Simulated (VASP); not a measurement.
Here is a VASP 6.6.1 calculation.

File INCAR:

```
PREC = Accurate
ENCUT = 520
EDIFF = 1E-6
ISMEAR = 0
SIGMA = 0.02
LREAL = False
LASPH = True
NELM = 80
ALGO = Normal
ISIF = 2
LWAVE = False
LCHARG = False
GGA = CA
NBANDS = 13
```

The input KPOINTS:

```
Automatic mesh
0
Gamma
  6 6 8
```

POSCAR

```
MgH2
1.0
    4.4283876794      0.0000000000      0.0000000000
    0.0000000000      4.4283876794      0.0000000000
    0.0000000000      0.0000000000      2.9732946544
Mg H
2 4
Direct
    0.0000000000      0.0000000000      0.0000000000
    0.5000000000      0.5000000000      0.5000000000
    0.3043313089      0.3043313089      0.0000000000
    0.1956686911      0.8043313089      0.5000000000
    0.6956686911      0.6956686911      0.0000000000
    0.8043313089      0.1956686911      0.5000000000
```

Potentials or basis: VASP PAW LDA potentials, release 64 (Mg, H).

The run is started by

```sh
$ cat potpaw_LDA.64/Mg/POTCAR potpaw_LDA.64/H/POTCAR > POTCAR
$ mpirun -np 1 vasp_std > vasp.out
```

Task: Estimate the pressure.

Result: -0.5 GPa.

Task: Estimate the band gap on the k mesh.

Result: 3.51 eV (least direct gap 4.37 eV).

A k mesh can miss the band edges. LDA gaps usually lie below the measured ones, often by a third to a half.
